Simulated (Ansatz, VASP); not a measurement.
One calculation of SiO2, two programs

The input POSCAR:

```
SiO2
1.0
    5.2114681495      0.0000000000      0.0000000000
   -2.6057340747      4.5132638085      0.0000000000
    0.0000000000      0.0000000000      5.5410855823
Si O
3 6
Direct
    0.0000000000      0.5000000000      0.3333333333
    0.5000000000      0.5000000000      0.6666666667
    0.5000000000      0.0000000000      0.0000000000
    0.5834989535      0.7917494768      0.8333333333
    0.7917494768      0.5834989535      0.5000000000
    0.7917494768      0.2082505232      0.1666666667
    0.4165010465      0.2082505232      0.8333333333
    0.2082505232      0.4165010465      0.5000000000
    0.2082505232      0.7917494768      0.1666666667
```

Contents of INCAR.step1:

```
SYSTEM = SiO2
PREC = Accurate
ENCUT = 520
ISMEAR = 0
SIGMA = 0.05
LREAL = .FALSE.
LASPH = .TRUE.
NELM = 100
NBANDS = 34
GGA = PE
ALGO = Normal
EDIFF = 1E-4
LWAVE = .TRUE.
LCHARG = .FALSE.
```

The input INCAR.step2:

```
SYSTEM = SiO2
PREC = Accurate
ENCUT = 520
EDIFF = 1E-6
ISMEAR = 0
SIGMA = 0.05
LREAL = .FALSE.
LASPH = .TRUE.
NELM = 100
ALGO = Normal
ISIF = 2
LWAVE = .FALSE.
LCHARG = .TRUE.
METAGGA = R2SCAN
LMIXTAU = .TRUE.
LELF = .TRUE.
LVHAR = .TRUE.
NBANDS = 34
ISTART = 1
```

KPOINTS

```
regular mesh
0
G
  6 6 4
  0 0 0
```

Input for Ansatz:

```yaml
crystal:
  lattice:
    - [5.2114681495, 0.0, 0.0]
    - [-2.6057340747, 4.5132638085, 0.0]
    - [0.0, 0.0, 5.5410855823]
  atoms:
    - { symbol: Si, position: [0.0, 0.5, 0.3333333333] }
    - { symbol: Si, position: [0.5, 0.5, 0.6666666667] }
    - { symbol: Si, position: [0.5, 0.0, 0.0] }
    - { symbol: O, position: [0.5834989535, 0.7917494768, 0.8333333333] }
    - { symbol: O, position: [0.7917494768, 0.5834989535, 0.5] }
    - { symbol: O, position: [0.7917494768, 0.2082505232, 0.1666666667] }
    - { symbol: O, position: [0.4165010465, 0.2082505232, 0.8333333333] }
    - { symbol: O, position: [0.2082505232, 0.4165010465, 0.5] }
    - { symbol: O, position: [0.2082505232, 0.7917494768, 0.1666666667] }
basis:
  ecutwfc: 500
kpoints:
  mp_grid: { grid: [6, 6, 4] }
hamiltonian:
  xc: r2scan
scf:
  occupations: { method: gaussian, width: 0.05 }
output:
  forces: true
  stress: true
  eigenvalues: true
```

Change from the starting cell: strain +0.030 along x and y, +0.000 along z, atoms carried along.

Alike in both runs: task single point; functional r2SCAN; k mesh 6 × 6 × 4; occupations gaussian, width 0.05 eV; no spin polarisation.

|  | VASP | Ansatz |
| --- | --- | --- |
| version | VASP 6.6.1 | Ansatz 0.2.0 |
| potentials or method | VASP PAW PBE potentials, release 64 (Si, O), cutoff 520 eV | scalar-relativistic, plane waves, PAW |
| valence electrons in the cell | 48 | 48 |

```csv
,VASP,Ansatz,Ansatz less VASP
gap on the k mesh at the Fermi level (eV),5.94,5.95,+0.004
least direct gap on the mesh (eV),6.19,6.19,+0.001
pressure (GPa),-9.9,-10.0,-0.12
"traceless stress, the component that is largest in VASP (GPa)",1.59,1.57,-0.022
rms of the force components (eV/Å),0.225,0.220,-0.0052
```

VASP's potentials were made for PBE, not for r2SCAN. Atom by atom the forces differ by 0.005 eV/Å (rms over components).
